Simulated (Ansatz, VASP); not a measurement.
## One calculation of HfO2, two programs

```
Hf O
1.0
     3.56866    0.00000    0.00000
     1.78433    3.09055    0.00000
     1.78433    1.03018    2.91380
Hf O
1 2
Cartesian
  0.0000 0.0000 0.0000
  1.7843 1.0302 0.7284
  5.3530 3.0905 2.1853
```

Alike in both runs: functional r2SCAN; dispersion rVV10; k mesh 6 × 6 × 6; no spin polarisation.

Ansatz relaxed the structure, and its values are those at the end. VASP's run is a single point on that final structure, the one shown.

|  | VASP | Ansatz |
| --- | --- | --- |
| version | VASP 6.6.1 | Ansatz 0.2.0 |
| potentials or method | VASP PAW PBE potentials, release 64 (Hf_pv, O) | plane waves, PAW |
| plane-wave cutoff (eV) | 520 | 500 |
| occupations | gaussian, width 0.01 eV | fixed |
| valence electrons in the cell | 22 | 38 |

Ansatz gave:

```
pressure (GPa) : 0.0
```

Question: Which values does VASP return?

Answer: Pressure (GPa): -3.6.

VASP's potentials were made for PBE, not for r2SCAN. VASP's potentials hold 22 valence electrons a cell and Ansatz's 38, so a difference there can come from the potentials and not from the codes.

Spin-orbit coupling is off throughout.
